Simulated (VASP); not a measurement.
Set up this calculation in VASP 6.6.1, as the native input.

| Property | Result |
| --- | --- |
| Task | single point |
| Functional | PBEsol |
| Potentials or basis | VASP PAW PBE potentials, release 64 (Re, S) |
| Cutoff | 520 eV |
| k mesh | 10 × 10 × 10 |
| Occupations | gaussian, width 0.05 eV |
| Spin | collinear spin |
| Starting moments | [0.05, 0.0] μB |
| Dipole correction | no |
| Further INCAR settings | ALGO = Normal; EDIFF = 1e-06; NBANDS = 18 |

The structure of ReS lies in POSCAR:

```
ReS
1.0
    0.0000000000      2.5564523625      2.5564523625
    2.5564523625      0.0000000000      2.5564523625
    2.5564523625      2.5564523625      0.0000000000
Re S
1 1
Direct
    0.0000000000      0.0000000000      0.0000000000
    0.2500000000      0.2500000000      0.2500000000
```

These files were run (other wordings do the same):

INCAR

```
SYSTEM = ReS
PREC     = Accurate       ! precision mode
ENCUT    = 520            ! plane-wave cutoff, eV
EDIFF    = 1E-6           ! SCF threshold, eV
ISMEAR   = 0              ! smearing method
SIGMA    = 0.05           ! smearing width, eV
LREAL    = .FALSE.        ! projectors in reciprocal space
LASPH    = .TRUE.         ! aspherical terms in the spheres
NELM     = 150            ! most SCF steps
ALGO     = Normal         ! electronic algorithm
ISIF     = 2              ! what is computed and relaxed
LWAVE    = .FALSE.        ! write WAVECAR
LCHARG   = .FALSE.        ! write CHGCAR
ISPIN    = 2              ! spin polarisation
MAGMOM   = 0.05 0         ! initial moments
LORBIT   = 11             ! projections on sites
LMAXMIX  = 4              ! l up to which the mixer works
GGA      = PS             ! functional
NBANDS   = 18             ! bands
```

KPOINTS

```
Automatic mesh
0
G
  10 10 10
  0 0 0
```

Potentials or basis: VASP PAW PBE potentials, release 64 (Re, S).

Launch:

```console
$ cat potpaw_PBE.64/Re/POTCAR potpaw_PBE.64/S/POTCAR > POTCAR
$ mpirun -np 1 vasp_std > vasp.out
```

It gave:

```json
{
 "Pressure": "11.3 GPa",
 "Net moment": "0.03 μB per cell",
 "Site moments": "Re +0.02; S +0.00 μB",
 "Valence electrons inside the program's atomic spheres": "Re 6.43; S 3.71"
}
```

Caveat: the cell stands under pressure; the PAW data sets were made with another functional, which shifts forces and pressure a little.

Wall time 79 s on 1 thread of Intel Xeon 8259CL, with other jobs on the host, peak memory 0.2 GiB.
